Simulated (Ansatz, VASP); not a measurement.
**Two plane-wave programs on C**

```xyz
2
Lattice="0.0000 2.1167 3.3597 1.2411 0.0000 3.3597 1.2411 2.1167 0.0000" Properties=species:S:1:pos:R:3 pbc="T T T"
C     1.2411    0.7057    3.3597
C     1.2411    3.5276    3.3597
```

Change from the starting cell: strain +0.0150 x Voigt [1, 0, 0, 0, 0, 0], atoms carried along.

Alike in both runs: task single point; functional LDA; k mesh 16 × 16 × 16; occupations gaussian, width 0.03 eV; no spin polarisation.

|  | VASP | Ansatz |
| --- | --- | --- |
| version | VASP 6.6.1 | Ansatz 0.2.0 |
| potentials or method | VASP PAW LDA potentials, release 64 (C), cutoff 520 eV | scalar-relativistic, plane waves, PAW |
| valence electrons in the cell | 8 | 8 |

Ansatz gave:

```
gap on the k mesh at the Fermi level (eV)                     : 0.22
least direct gap on the mesh (eV)                             : 0.40
pressure (GPa)                                                : -6.1
traceless stress, the component that is largest in VASP (GPa) : -9.70
rms of the force components (eV/Å)                            : 0.090
```

**Question.** What did VASP give for the same quantities?

**Answer.** gap on the k mesh at the Fermi level (eV): 0.22; least direct gap on the mesh (eV): 0.39; pressure (GPa): -5.3; traceless stress, the component that is largest in VASP (GPa): -9.25; rms of the force components (eV/Å): 0.090.

LDA's correlation is that of Perdew and Zunger in VASP and of Perdew and Wang (1992) in Ansatz. Atom by atom the forces differ by 0.001 eV/Å (rms over components).
